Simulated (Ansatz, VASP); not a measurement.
MgSi3N2: VASP beside Ansatz

```xyz
6
Lattice="2.3886 1.3790 4.1296 -2.3886 1.3790 4.1296 0.0000 -2.7581 4.1296" Properties=species:S:1:pos:R:3 pbc="T T T"
Mg    0.0000    0.0000    0.0000
Si    0.0000    0.0000    6.1944
Si    0.0000    0.0000    3.6782
Si    0.0000    0.0000    8.7105
N     0.0000    0.0000   10.3775
N     0.0000    0.0000    2.0112
```

Alike in both runs: functional PBE; k mesh 12 × 12 × 12; occupations gaussian, width 0.1 eV; no spin polarisation.

Ansatz relaxed the structure, and its values are those at the end. VASP's run is a single point on that final structure, the one shown.

```csv
,VASP,Ansatz
version,VASP 6.6.1,Ansatz 0.2.0
potentials or method,"VASP PAW PBE potentials, release 64 (Mg, Si, N), cutoff 520 eV","scalar-relativistic, plane waves, PAW"
valence electrons in the cell,24,32
```

VASP gave:

```
gap on the k mesh at the Fermi level (eV) : none
pressure (GPa)                            : -0.1
rms of the force components (eV/Å)        : 0.022
```

Task: Estimate Ansatz's values.

Result: gap on the k mesh at the Fermi level (eV): none; pressure (GPa): 0.0; rms of the force components (eV/Å): 0.001.

A gap of «none» marks a metal or a gap that the smearing closes. VASP's potentials hold 24 valence electrons a cell and Ansatz's 32, so a difference there can come from the potentials and not from the codes.
